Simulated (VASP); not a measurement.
Wanted: the native input for a VASP 6.6.1 run.

```yaml
Task: single point
Functional: PBE
Potentials_or_basis: VASP PAW PBE potentials, release 64 (Hg)
Cutoff: 520 eV
k_mesh: 21 × 21 × 21
Occupations: gaussian, width 0.15 eV
Spin: no spin polarisation
Dipole_correction: no
Further_INCAR_settings: ALGO = Fast; EDIFF = 1e-07; NBANDS = 12
```

The structure of Hg lies in POSCAR:

```
Hg
1.0
    1.7300004553      0.9988162286      2.2340000000
   -1.7300004553      0.9988162286      2.2340000000
    0.0000000000     -1.9976324571      2.2340000000
Hg
1
Direct
    0.0000000000      0.0000000000      0.0000000000
```

The input as run:

INCAR

```
PREC     = Accurate       # precision mode
ENCUT    = 520            # plane-wave cutoff, eV
EDIFF    = 1E-7           # SCF threshold, eV
ISMEAR   = 0              # smearing method
SIGMA    = 0.15           # smearing width, eV
LREAL    = F              # projectors in reciprocal space
LASPH    = T              # aspherical terms in the spheres
NELM     = 60             # most SCF steps
ALGO     = Fast           # electronic algorithm
ISIF     = 2              # what is computed and relaxed
LWAVE    = F              # write WAVECAR
LCHARG   = T              # write CHGCAR
GGA      = PE             # functional
LELF     = T              # ELF
LVHAR    = T            
NBANDS   = 12             # bands
```

KPOINTS

```
Automatic mesh
0
Gamma
  21 21 21
```

Potentials or basis: VASP PAW PBE potentials, release 64 (Hg).

The run is started by

```sh
$ cat potpaw_PBE.64/Hg/POTCAR > POTCAR
$ mpirun -np 1 vasp_std > vasp.out
```

Results of the run:

```yaml
Pressure: 6.5 GPa
Band_gap_on_the_k_mesh: zero (band 6 reaches 4.29 eV, above the bottom of band 7 at 1.06 eV)
```

Caveat: spin-orbit coupling is left out, which moves the levels of the heavy elements.

Wall time 7.1 min on 1 thread of AMD EPYC 7R13, with other jobs on the host, peak memory 0.31 GiB.
